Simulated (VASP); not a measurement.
A run of VASP 6.6.1:

INCAR

```
SYSTEM = Te2Mo
PREC     = Accurate       ! precision mode
ENCUT    = 600            ! plane-wave cutoff, eV
EDIFF    = 1E-6           ! SCF threshold, eV
ISMEAR   = 0              ! smearing method
SIGMA    = 0.1            ! smearing width, eV
LREAL    = .False.        ! projectors in reciprocal space
LASPH    = .True.         ! aspherical terms in the spheres
NELM     = 60             ! most SCF steps
ALGO     = Normal         ! electronic algorithm
ISIF     = 3              ! what is computed and relaxed
LWAVE    = .False.        ! write WAVECAR
LCHARG   = .False.        ! write CHGCAR
GGA      = PE             ! functional
IBRION   = 2              ! ionic algorithm
NSW      = 100            ! ionic steps
EDIFFG   = -0.01          ! ionic threshold
```

The input KPOINTS:

```
Automatic mesh
0
Gamma
  8 8 8
  0 0 0
```

The input POSCAR:

```
Te2Mo
1.0
    0.0000000000      4.2055779821      4.2055779821
    4.2055779821      0.0000000000      4.2055779821
    4.2055779821      4.2055779821      0.0000000000
Te Mo
4 2
Direct
    0.1250000000      0.1250000000      0.1250000000
    0.6250000000      0.1250000000      0.1250000000
    0.1250000000      0.1250000000      0.6250000000
    0.1250000000      0.6250000000      0.1250000000
    0.5000000000      0.5000000000      0.5000000000
    0.7500000000      0.7500000000      0.7500000000
```

Potentials or basis: VASP PAW PBE potentials, release 64 (Te, Mo_sv).

Launch:

```bash
$ cat potpaw_PBE.64/Te/POTCAR potpaw_PBE.64/Mo_sv/POTCAR > POTCAR
$ mpirun -np 1 vasp_std > vasp.out
```

Hardware: 1 thread of Intel Xeon 8259CL (shared host).

Q: Estimate the wall time of this run.

A: It took 7.8 min on 1 thread of Intel Xeon 8259CL, on a shared host, peak memory 0.43 GiB. Counts: scf iterations 23, k points 29, ion steps 2.
